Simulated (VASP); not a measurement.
## BaTiO3: single point with LDA+U

Crystal: BaTiO3.

```
Ba Ti O
1.0
     4.01844    0.00000    0.00000
     0.00000    2.86035    2.86866
     0.00000   -2.86035    2.86866
Ba Ti O
1 1 3
Direct
  0.00000 0.00000 0.00000
  0.50000 0.51240 0.51240
  0.00000 0.48740 0.48740
  0.50000 0.50524 0.99184
  0.50000 0.99184 0.50524
```

```
Program             : VASP 6.6.1
Task                : single point
Functional          : LDA
Potentials or basis : VASP PAW LDA potentials, release 64 (Ba_sv, Ti_sv, O_h)
Cutoff              : 910 eV
k mesh              : 5 × 5 × 5
Occupations         : gaussian, width 0.01 eV
Spin                : no spin polarisation
Hubbard terms       : Ti d U = 2.0 eV
```

```
Pressure               : -9.3 GPa
Largest force          : 0.240 eV/Å
Band gap on the k mesh : 2.05 eV (least direct gap 2.16 eV)
```

Forces on the atoms (eV/Å):
```
Ba   0.000  0.000  0.163
Ti   0.000  0.000  0.064
O    0.000  0.000  0.240
O    0.000  0.005 -0.234
O    0.000 -0.005 -0.234
```

Stress tensor (GPa, compression positive):
```
-9.30  0.00  0.00
 0.00 -8.96  0.00
 0.00  0.00 -9.61
```

Levels at points of the mesh, in eV from the valence-band top:
```csv
k point,band 16,band 17,band 18,band 19,band 20,band 21,band 22,band 23,band 24,band 25
"(0.00, 0.00, 0.00)",-1.00,-0.95,-0.24,-0.15,-0.11,2.05,2.11,2.25,4.02,4.07
```

Eigenvalues of the final occupation matrices:
| site | spin | trace | eigenvalues |
| --- | --- | --- | --- |
| site 2 d | 1 | 0.83 | 0.12 0.12 0.12 0.24 0.24 |
| site 2 d | 2 | 0.83 | 0.12 0.12 0.12 0.24 0.24 |

It took 84 s on 1 thread of Intel(R) Xeon(R) Platinum 8259CL CPU @ 2.50GHz (Skylake/Cascade Lake), with other jobs on the host, peak memory 0.28 GiB.

Caveat: the cutoff is under 1.25 times the usual one of these potentials, so pressure, stress and relaxed cells hold a basis-set (Pulay) error; the cell stands under tension; spin-orbit coupling is left out, which moves the levels of the heavy elements; an odd mesh through Γ misses points on the zone boundary, where band edges can lie.
